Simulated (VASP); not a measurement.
# Ta2Si (I4/mcm) in VASP: further runs

The runs below take Ta2Si through single point, relaxation of cell and atoms, with PBEsol.

Everything below comes from runs of VASP 6.6.1. Logs are shortened: lines on timing, memory, paths and dates and some standing lists are left out, and cuts for length are marked.

## (1) The cell of the first run

Symmetry: I4/mcm, No. 140, tetragonal system. Conventional cell: a = 6.137 Å, b = 6.137 Å, c = 5.040 Å, α = 90.00°, β = 90.00°, γ = 90.00°. Within 3.3 Å of Si (site symmetry 422) lie 2 Si at 2.52 Å and 8 Ta at 2.62 Å. Ta (site symmetry m2m) has 4 Si at 2.62 Å and 11 Ta at 2.83 to 3.25 Å within 3.5 Å.

## (2) Single point, PBEsol

INCAR

```
SYSTEM = Ta2Si
  PREC = Accurate
  ENCUT = 520
  EDIFF = 1E-7
  ISMEAR = 0
  SIGMA = 0.1
  LREAL = .False.
  LASPH = .True.
  NELM = 60
  ALGO = Fast
  ISIF = 2
  LWAVE = .False.
  LCHARG = .False.
  GGA = PS
  NBANDS = 35
```

KPOINTS

```
regular mesh
0
Gamma
  10 10 10
  0 0 0
```

POSCAR

```
Ta2Si
1.0
   -3.0683767363      3.0683767363      2.5198993194
    3.0683767363     -3.0683767363      2.5198993194
    3.0683767363      3.0683767363     -2.5198993194
Si Ta
2 4
Direct
    0.2500000000      0.2500000000      0.0000000000
    0.7500000000      0.7500000000      0.0000000000
    0.6630661942      0.8369338058      0.5000000000
    0.8369338058      0.3369338058      0.1738676116
    0.3369338058      0.1630661942      0.5000000000
    0.1630661942      0.6630661942      0.8261323884
```

Potentials or basis: VASP PAW PBE potentials, release 64 (Si, Ta_pv).

Launch:

```sh
> cat potpaw_PBE.64/Si/POTCAR potpaw_PBE.64/Ta_pv/POTCAR > POTCAR
> mpirun -np 1 vasp_std > vasp.out
```

OUTCAR:

```text
SYSTEM = Ta2Si
   PREC = Accurate
   ENCUT = 520
   EDIFF = 1E-7
   ISMEAR = 0
   LREAL = .False.
   LASPH = .True.
   NELM = 60
   ISIF = 2
   GGA = PS

 ion  position               nearest neighbor table
   1  0.250  0.250  0.000-   2 2.52   2 2.52   4 2.62   4 2.62   5 2.62   6 2.62   5 2.62   6 2.62
                             3 2.62   3 2.62
   2  0.750  0.750  0.000-   1 2.52   1 2.52   5 2.62   3 2.62   4 2.62   6 2.62   3 2.62   5 2.62
                             6 2.62   4 2.62
   3  0.663  0.837  0.500-   1 2.62   2 2.62   2 2.62   1 2.62   5 2.83   5 2.94   5 2.94   6 3.22
                             4 3.22   6 3.22   4 3.22   4 3.25   4 3.25   6 3.25   6 3.25
   4  0.837  0.337  0.174-   1 2.62   2 2.62   2 2.62   1 2.62   6 2.83   6 2.94   6 2.94   3 3.22
                             5 3.22   5 3.22   3 3.22   5 3.25   3 3.25   5 3.25   3 3.25
   5  0.337  0.163  0.500-   2 2.62   1 2.62   1 2.62   2 2.62   3 2.83   3 2.94   3 2.94   6 3.22
                             4 3.22   6 3.22   4 3.22   4 3.25   4 3.25   6 3.25   6 3.25
   6  0.163  0.663  0.826-   2 2.62   1 2.62   1 2.62   2 2.62   4 2.83   4 2.94   4 2.94   5 3.22
                             3 3.22   3 3.22   5 3.22   5 3.25   3 3.25   3 3.25   5 3.25

  LATTYP: Found a body centered tetragonal cell.
 ALAT       =     6.1367534726
 C/A-ratio  =     0.8212483459

  Lattice vectors:

 A1 = (  -3.0683767363,   3.0683767363,   2.5198993194)
 A2 = (   3.0683767363,  -3.0683767363,   2.5198993194)
 A3 = (   3.0683767363,   3.0683767363,  -2.5198993194)

Analysis of symmetry for initial positions (statically):
=====================================================================
 Subroutine PRICEL returns:
 Original cell was already a primitive cell.

 Routine SETGRP: Setting up the symmetry group for a
 body centered tetragonal supercell.

 Subroutine GETGRP returns: Found 16 space group operations
 (whereof  8 operations were pure point group operations)
 out of a pool of 16 trial point group operations.

The static configuration has the point symmetry C_4h.
 The point group associated with its full space group is D_4h.

Analysis of symmetry for dynamics (positions and initial velocities):
=====================================================================
 Subroutine PRICEL returns:
 Original cell was already a primitive cell.

 Routine SETGRP: Setting up the symmetry group for a
 body centered tetragonal supercell.

 Subroutine GETGRP returns: Found 16 space group operations
 (whereof  8 operations were pure point group operations)
 out of a pool of 16 trial point group operations.

The dynamic configuration has the point symmetry C_4h.
 The point group associated with its full space group is D_4h.

[... 114 lines left out ...]
   POTIM  = 0.5000    time-step for ionic-motion
   TEBEG  =    0.0;   TEEND  =   0.0 temperature during run
   PSTRESS=    0.0 pullay stress
   NELECT =      52.0000    total number of electrons
   NUPDOWN=      -1.0000    fix difference up-down
   EMIN   =  10.00;   EMAX   =-10.00  energy-range for DOS
   EFERMI =   0.00;   METHOD = LEGACY
   ISMEAR =     0;   SIGMA  =   0.10  broadening in eV -4-tet -1-fermi 0-gaus
   EFERMI_NEDOS =   21; number of points for ismear=-14 and -15
   IALGO  =     68    algorithm
   IMIX   =      4    mixing-type and parameters
     AMIX     =   0.40;   BMIX     =  1.00
     AMIX_MAG =   1.60;   BMIX_MAG =  1.00
  volume/ion in A,a.u.               =      15.82       106.73
  Fermi-wavevector in a.u.,A,eV,Ry     =   1.339643  2.531558 24.417607  1.794644
  Thomas-Fermi vector in A             =   2.468019
   LORBIT       =      0    0 simple, 1 ext, 2 COOP (PROOUT), +10 PAW based schemes
   GGA     = PS    functional components
   LHFCALC =     F    Hartree Fock is set to
   AEXX    =    0.0000 exact exchange contribution
   IVDW    =     0    specifies the selected vdW correction
   LEPSILON=     F    determine dielectric tensor
   LRPA    =     F    only Hartree local field effects (RPA)
 non-spin polarized calculation
 RMM-DIIS sequential band-by-band and
 Gauss-broadening in eV      SIGMA  =   0.10
  energy-cutoff  :      520.00
  volume of cell :       94.90
 maximum number of plane-waves:      2589
 NGX is ok and might be reduce to    40
   NGX = 19   NGY = 19   NGZ = 19

 number of electron      52.0000000 magnetization

 Free energy of the ion-electron system (eV)
  ---------------------------------------------------
  ext. energy  EPLUGINS =         0.00000000
  ---------------------------------------------------
  free energy    TOTEN  =       -65.31765019 eV

  energy without entropy =      -65.30170193  energy(sigma->0) =      -65.30967606

 E-fermi :   7.5489     XC(G=0): -12.5989

 val. band max:        7.5461036774   @ k =   0.2000   0.2000  -0.0000
 cond. band min:       7.5495864092   @ k =  -0.3000   0.3000   0.0000
 fundamental gap:      0.0034827318
 Fermi energy:         7.5489350579

 k-point     1 :       0.0000    0.0000    0.0000
  band No.  band energies     occupation
      1     -26.9310      2.00000
      2     -26.9284      2.00000
      3     -26.9284      2.00000
      4     -26.8691      2.00000
      5     -26.8691      2.00000
      6     -26.8416      2.00000
[... 901 lines left out ...]
     34      11.3643      0.00000
     35      11.8768      0.00000

 [... further k-points ...]

------------------------ aborting loop because EDIFF is reached ----------------------------------------

  FORCE on cell =-STRESS in cart. coord.  units (eV):
  Direction    XX          YY          ZZ          XY          YZ          ZX
  --------------------------------------------------------------------------------------
  -------------------------------------------------------------------------------------
  Total        0.1721213      0.1721213      0.1250999      0.0000000     -0.0000000      0.0000000
  in kB        2.9059271      2.9059271      2.1120640      0.0000000     -0.0000000      0.0000000
  external PRESSURE =       2.6413061 kB  Pullay stress =       0.0000000 kB

 VOLUME and BASIS-vectors are now :
 -----------------------------------------------------------------------------
  energy-cutoff  :      520.00
  volume of cell :       94.90
      direct lattice vectors                 reciprocal lattice vectors
    -3.068376736  3.068376736  2.519899319     0.000000000  0.162952611  0.198420626
     3.068376736 -3.068376736  2.519899319     0.162952611  0.000000000  0.198420626
     3.068376736  3.068376736 -2.519899319     0.162952611  0.162952611  0.000000000

 POSITION                                       TOTAL-FORCE (eV/Angst)
 -----------------------------------------------------------------------------------
      0.00000      0.00000      1.25995        -0.000000      0.000000      0.000000
      0.00000      0.00000      3.77985        -0.000000      0.000000      0.000000
      2.06768      1.00070      2.51990         0.003808     -0.003808      0.000000
     -1.00070      2.06768      2.51990         0.003808      0.003808      0.000000
      1.00070      2.06768      0.00000        -0.003808      0.003808      0.000000
      4.06907      1.00070      0.00000        -0.003808     -0.003808     -0.000000
 -----------------------------------------------------------------------------------
    total drift:                                0.000000      0.000000     -0.000000

  FREE ENERGIE OF THE ION-ELECTRON SYSTEM (eV)
  ---------------------------------------------------
  free  energy   TOTEN  =       -65.3176501925 eV

  energy  without entropy=      -65.3017019261  energy(sigma->0) =      -65.30967606
```

OSZICAR:

```text
N       E                     dE             d eps       ncg     rms          rms(c)
DAV:   1     0.454012054108E+03    0.45401E+03   -0.27798E+04  7140   0.150E+03
DAV:   2    -0.478986569868E+02   -0.50191E+03   -0.48945E+03  7874   0.430E+02
DAV:   3    -0.684541253376E+02   -0.20555E+02   -0.20013E+02  9144   0.778E+01
DAV:   4    -0.688704134837E+02   -0.41629E+00   -0.41326E+00  8840   0.104E+01
DAV:   5    -0.688776327972E+02   -0.72193E-02   -0.72053E-02  8904   0.132E+00    0.322E+01
RMM:   6    -0.656992363826E+02    0.31784E+01   -0.64928E+00  7760   0.112E+01    0.147E+01
RMM:   7    -0.653584875823E+02    0.34075E+00   -0.45942E+00  8268   0.839E+00    0.195E+00
RMM:   8    -0.653136720668E+02    0.44816E-01   -0.34572E-01  8606   0.267E+00    0.161E+00
RMM:   9    -0.653181280886E+02   -0.44560E-02   -0.83008E-02  9287   0.111E+00    0.647E-01
RMM:  10    -0.653179283529E+02    0.19974E-03   -0.19719E-02  8888   0.549E-01    0.246E-01
RMM:  11    -0.653177524282E+02    0.17592E-03   -0.49666E-03  8917   0.316E-01    0.249E-01
RMM:  12    -0.653176125803E+02    0.13985E-03   -0.14432E-03  9028   0.158E-01    0.624E-02
RMM:  13    -0.653176459439E+02   -0.33364E-04   -0.38353E-04  9958   0.767E-02    0.257E-02
RMM:  14    -0.653176507846E+02   -0.48407E-05   -0.56512E-05  9956   0.330E-02    0.261E-02
RMM:  15    -0.653176497210E+02    0.10636E-05   -0.10103E-05  9062   0.151E-02    0.180E-03
RMM:  16    -0.653176501622E+02   -0.44117E-06   -0.25201E-06  9826   0.743E-03    0.594E-03
RMM:  17    -0.653176501925E+02   -0.30356E-07   -0.41325E-07  6893   0.326E-03
   1 F= -.65317650E+02 E0= -.65309676E+02  d E =-.159483E-01
```

Wall time 4 min (1 thread of AMD EPYC 9R45 (Zen 5), shared host); peak memory 0.39 GiB.

What came out:

```yaml
Free_energy: -65.3177 eV
Pressure: 0.3 GPa
Largest_force: 0.005 eV/Å
Band_gap_on_the_k_mesh: zero (bands 26 and 27 overlap by 0.75 eV)
```

Forces in eV/Å, atoms in the order of the input:
```
Si   0.000  0.000  0.000
Si   0.000  0.000  0.000
Ta   0.004 -0.004  0.000
Ta   0.004  0.004  0.000
Ta  -0.004  0.004  0.000
Ta  -0.004 -0.004  0.000
```

Stress tensor (GPa, compression positive):
```
0.29 0.00 0.00
0.00 0.29 0.00
0.00 0.00 0.21
```

Levels at points of the mesh, in eV from the Fermi level:
```csv
k point,band 24,band 25,band 26,band 27,band 28,band 29
"(0.00, 0.00, 0.00)",-2.02,0.20,0.20,0.91,1.34,1.34
"(0.50, 0.00, 0.00)",-1.99,-1.05,-1.05,0.68,0.68,1.90
"(0.50, 0.50, 0.00)",-1.44,-0.22,0.03,0.07,0.65,1.35
"(0.50, 0.50, 0.50)",-1.05,-1.01,-1.01,-0.23,0.21,0.71
```

Caveat: the PAW data sets were made with another functional, which shifts forces and pressure a little; spin-orbit coupling is left out, which moves the levels of the heavy elements.

## (3) Single point, PBEsol

INCAR

```
PREC = Accurate ; ENCUT = 520
EDIFF = 1E-7 ; ISMEAR = 0
SIGMA = 0.1 ; LREAL = F
LASPH = T ; NELM = 60
ALGO = Fast ; ISIF = 2
LWAVE = F ; LCHARG = F
GGA = PS ; ISYM = 0
NBANDS = 35
```

KPOINTS

```
regular mesh
0
Gamma
  7 7 9
```

POSCAR

```
Ta2Si
1.0
    5.0179442176      0.0000000000      0.0000000000
    1.2654370604      4.8557628873      0.0000000000
    2.4870700969     -1.9558457595      3.8947289854
Si Ta
2 4
Direct
    0.7500000000      0.0000000000      0.2500000000
    0.2500000000      0.0000000000      0.7500000000
    0.3369338058      0.5000000000      0.8369338058
    0.1630661942      0.1738676116      0.3369338058
    0.6630661942      0.5000000000      0.1630661942
    0.8369338058      0.8261323884      0.6630661942
```

Potentials or basis: VASP PAW PBE potentials, release 64 (Si, Ta_pv).

Launch:

```sh
> cat potpaw_PBE.64/Si/POTCAR potpaw_PBE.64/Ta_pv/POTCAR > POTCAR
> mpirun -np 1 vasp_std > vasp.out
```

It took 9.5 min on 1 thread of AMD EPYC 9R45 (Zen 5), shared host; peak memory 0.62 GiB.

Results (log left out):

```
Free energy            : -65.3152 eV
Pressure               : 0.3 GPa
Largest force          : 0.020 eV/Å
Band gap on the k mesh : zero (bands 26 and 27 overlap by 0.77 eV)
```

Forces on the atoms (eV/Å):
```
Si  -0.006  0.003 -0.003
Si   0.006 -0.003  0.003
Ta   0.003 -0.008  0.018
Ta  -0.011  0.003  0.005
Ta  -0.003  0.008 -0.018
Ta   0.011 -0.003 -0.005
```

Stress tensor (GPa, compression positive):
```
 0.30  0.09 -0.12
 0.09  0.25 -0.02
-0.12 -0.02  0.22
```

Levels at points of the mesh, in eV from the Fermi level:
```csv
k point,band 24,band 25,band 26,band 27,band 28,band 29
"(0.00, 0.00, 0.00)",-2.01,0.21,0.22,0.93,1.35,1.35
```

Caveat: the PAW data sets were made with another functional, which shifts forces and pressure a little; spin-orbit coupling is left out, which moves the levels of the heavy elements.

## (4) Relaxation of cell and atoms, PBEsol

This run uses another cell than the first one, of 16.04 Å³/atom.

INCAR

```
SYSTEM = Ta2Si
  ALGO = Normal
  EDIFF = 1E-7
  EDIFFG = -0.005
  ENCUT = 500
  GGA = PS
  GGA_COMPAT = .False.
  IBRION = 2
  ISIF = 3
  ISMEAR = 0
  LASPH = .True.
  LCHARG = .False.
  LREAL = .False.
  LWAVE = .False.
  NELM = 120
  NELMIN = 4
  NSW = 100
  PREC = Accurate
  SIGMA = 0.1
```

KPOINTS

```
k-points
0
Gamma
  10 10 10
  0 0 0
```

POSCAR

```
Ta2Si
1.0
   -3.0877628585      3.0877628585      2.5236411492
    3.0877628585     -3.0877628585      2.5236411492
    3.0877628585      3.0877628585     -2.5236411492
Si Ta
2 4
Direct
    0.2500000000      0.2500000000      0.0000000000
    0.7500000000      0.7500000000      0.0000000000
    0.6635932100      0.8364067900      0.5000000000
    0.8364067900      0.3364067900      0.1728135800
    0.3364067900      0.1635932100      0.5000000000
    0.1635932100      0.6635932100      0.8271864200
```

Launch:

```sh
> cat potpaw_PBE.64/Si/POTCAR potpaw_PBE.64/Ta_pv/POTCAR > POTCAR
> mpirun -np 1 vasp_std > vasp.out
```

Run time: 24 min. Hardware: 1 thread of Oxide Virtual Turin-like, shared host; peak memory 0.37 GiB.

The run converged. Its results:

- Free energy: -65.3179 eV
- Relaxed volume: 15.83 Å³/atom
- Relaxed cell: a = 5.020 Å, b = 5.020 Å, c = 5.020 Å, α = 104.60°, β = 104.60°, γ = 119.72°
- Space group after relaxing (to 0.1 Å): I4/mcm (No. 140)
- Energy gained by relaxing: 2.1 meV/atom
- Ionic steps: 8
- Pressure after relaxing: 0.0 GPa
- Band gap on the k mesh: zero (bands 26 and 27 overlap by 0.75 eV)

The path:
```csv
step,energy change (eV),largest force (eV/Å),pressure (GPa),volume (Å³)
1,0.0000,0.0668,-2.86,96.24
2,0.0454,0.0923,7.06,92.31
3,-0.0119,0.0760,0.06,95.00
4,-0.0119,0.0761,0.12,94.97
5,-0.0128,0.0099,0.05,94.99
6,-0.0128,0.0028,0.04,94.99
7,-0.0128,0.0002,-0.08,95.04
8,-0.0128,0.0019,0.00,95.01
```

Final structure:
```
Si Ta
1.0
    -3.06977    3.06977    2.52048
     3.06977   -3.06977    2.52048
     3.06977    3.06977   -2.52048
Si Ta
2 4
Cartesian
  3.0698 3.0698 -1.2602
  3.0698 3.0698 1.2602
  2.0687 1.0011 2.5205
  -1.0011 2.0687 2.5205
  1.0011 2.0687 0.0000
  4.0709 1.0011 0.0000
```

Levels at points of the mesh, in eV from the Fermi level:
| k point | band 24 | band 25 | band 26 | band 27 | band 28 | band 29 |
| --- | --- | --- | --- | --- | --- | --- |
| (0.00, 0.00, 0.00) | -2.02 | 0.20 | 0.20 | 0.91 | 1.33 | 1.33 |
| (0.50, 0.00, 0.00) | -1.99 | -1.05 | -1.05 | 0.68 | 0.68 | 1.90 |
| (0.50, 0.50, 0.00) | -1.45 | -0.22 | 0.03 | 0.07 | 0.65 | 1.35 |
| (0.50, 0.50, 0.50) | -1.05 | -1.01 | -1.01 | -0.23 | 0.21 | 0.71 |

Caveat: the PAW data sets were made with another functional, which shifts forces and pressure a little; spin-orbit coupling is left out, which moves the levels of the heavy elements.

## (5) Summary

```tsv
task	cell	k mesh	cutoff (eV)	gap on the mesh (eV)	pressure (GPa)	largest force (eV/Å)
single point	a = 5.018 Å, angles 104.6, 104.6, 119.7°, 6 atoms, atomic positions A	10 × 10 × 10	520	none	0.3	0.01
single point	a = 5.018 Å, angles 104.6, 60.3, 75.4°, 6 atoms, atomic positions B	7 × 7 × 9	520	none	0.3	0.02
relaxation of cell and atoms	relaxed from a = 5.044 Å, angles 104.5, 104.5, 120.0°, 6 atoms, atomic positions C	10 × 10 × 10	500	none	0.0	-
```

Alike in all rows: level PBEsol; potentials or basis VASP PAW PBE potentials, release 64 (Si, Ta_pv); no spin polarisation; smearing gaussian 0.1 eV.

Caveats: the PAW data sets were made with another functional, which shifts forces and pressure a little; spin-orbit coupling is left out, which moves the levels of the heavy elements.

Absolute energies hang on the potentials; compare differences alone.
